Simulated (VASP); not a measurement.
Set up this calculation in VASP 6.6.1, as the native input.

| Property | Result |
| --- | --- |
| Task | single point |
| Functional | PBE |
| Potentials or basis | VASP PAW PBE potentials, release 64 (Hf_pv, O) |
| Cutoff | 520 eV |
| k mesh | 6 × 6 × 4 |
| Occupations | gaussian, width 0.05 eV |
| Spin | no spin polarisation |
| Dipole correction | no |
| Further INCAR settings | ALGO = Normal; EDIFF = 1e-06; NBANDS = 31 |

The structure of HfO2 lies in POSCAR:

```
HfO2
1.0
    3.6173586133      0.0333464052      0.0262887759
    0.0333464052      3.5852424131     -0.0109743893
    0.0383938828     -0.0160277305      5.3053288651
Hf O
2 4
Direct
    0.4840296007      0.5218441720      0.4870436331
   -0.0260833385      0.0434122615      0.0003162767
   -0.0044040558      0.4945962796      0.7324471489
    0.5053369768     -0.0427557426      0.8042817256
    0.4801269343      0.0026118319      0.2992473548
    0.0609938825      0.4802911976      0.1766638609
```

This cell differs from its parent crystal: atoms moved at random and the cell strained at random.

One way to write it, as run:

INCAR

```
SYSTEM = HfO2
PREC = Accurate ; ENCUT = 520
EDIFF = 1E-6 ; ISMEAR = 0
SIGMA = 0.05 ; LREAL = .False.
LASPH = .True. ; NELM = 60
ALGO = Normal ; ISIF = 2
LWAVE = .False. ; LCHARG = .False.
GGA = PE ; NBANDS = 31
```

KPOINTS

```
regular mesh
0
Gamma
  6 6 4
  0 0 0
```

Potentials or basis: VASP PAW PBE potentials, release 64 (Hf_pv, O).

Command:

```console
$ cat potpaw_PBE.64/Hf_pv/POTCAR potpaw_PBE.64/O/POTCAR > POTCAR
$ mpirun -np 1 vasp_std > vasp.out
```

It gave:

- Pressure: 1.3 GPa
- Largest force: 5.511 eV/Å
- Band gap on the k mesh: 3.65 eV, indirect (least direct gap 3.75 eV)

Caveat: the cell differs from its parent crystal (atoms moved at random and the cell strained at random); spin-orbit coupling is left out, which moves the levels of the heavy elements; forces of over 1 eV/Å act on the atoms, so gaps and moduli don't describe the material at rest.

It took 69 s on 1 thread of Intel(R) Xeon(R) 6975P-C (Granite Rapids), on a shared host, peak memory 0.25 GiB.
